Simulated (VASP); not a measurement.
Here is a VASP 6.6.1 calculation.

The input INCAR:

```
PREC = Accurate
ENCUT = 520
EDIFF = 1E-7
ISMEAR = -1
SIGMA = 0.3447
LREAL = False
LASPH = True
NELM = 100
ALGO = Normal
ISIF = 2
LWAVE = False
LCHARG = False
GGA = PE
NBANDS = 41
ISYM = 0
```

Contents of KPOINTS:

```
Automatic mesh
0
Gamma
  1 1 1
  0.25 0.25 0.25
```

File POSCAR:

```
Al3Si8N3
1.0
    5.7732050000     -0.0648510000     -0.2515370000
   -0.0648510000      5.9471390000      0.0684970000
   -0.2515370000      0.0684970000      6.5273540000
Al N Si
3 3 8
Direct
    0.3560225093      0.9779538109     -0.0532261722
    0.1466954014      0.3200356457      0.2048684413
    0.1268774685      0.9972559256      0.5314907601
    0.9374586043      0.4910993191      0.9710675558
    0.6736516041      0.4592352675      0.9420560100
    1.1031494174      0.0377125639      0.1047123685
    0.8989511488      0.6017501639      0.7092283327
    0.9137618564      0.7746723377      0.0930449283
    0.8050438015      0.0070275743      0.7090811889
    0.3959645486      0.5564609780      0.8919064030
    0.7560427535      0.7585789764      0.3898201847
    0.2580393362      0.6053820587      0.4463532368
    0.6428679387      0.1686454971      0.3742414403
    0.5123559217      0.2677758505      0.7117332121
```

Potentials or basis: VASP PAW PBE potentials, release 64 (Al, N, Si).

Run with:

```sh
$ cat potpaw_PBE.64/Al/POTCAR potpaw_PBE.64/N/POTCAR potpaw_PBE.64/Si/POTCAR > POTCAR
$ mpirun -np 1 vasp_std > vasp.out
```

(1) What does it give for the pressure?

(2) Predict the largest force.

Answers

(1) 1.0 GPa.

(2) 2.726 eV/Å.

Caveat: the k points lie up to 1.09 Å⁻¹ apart.
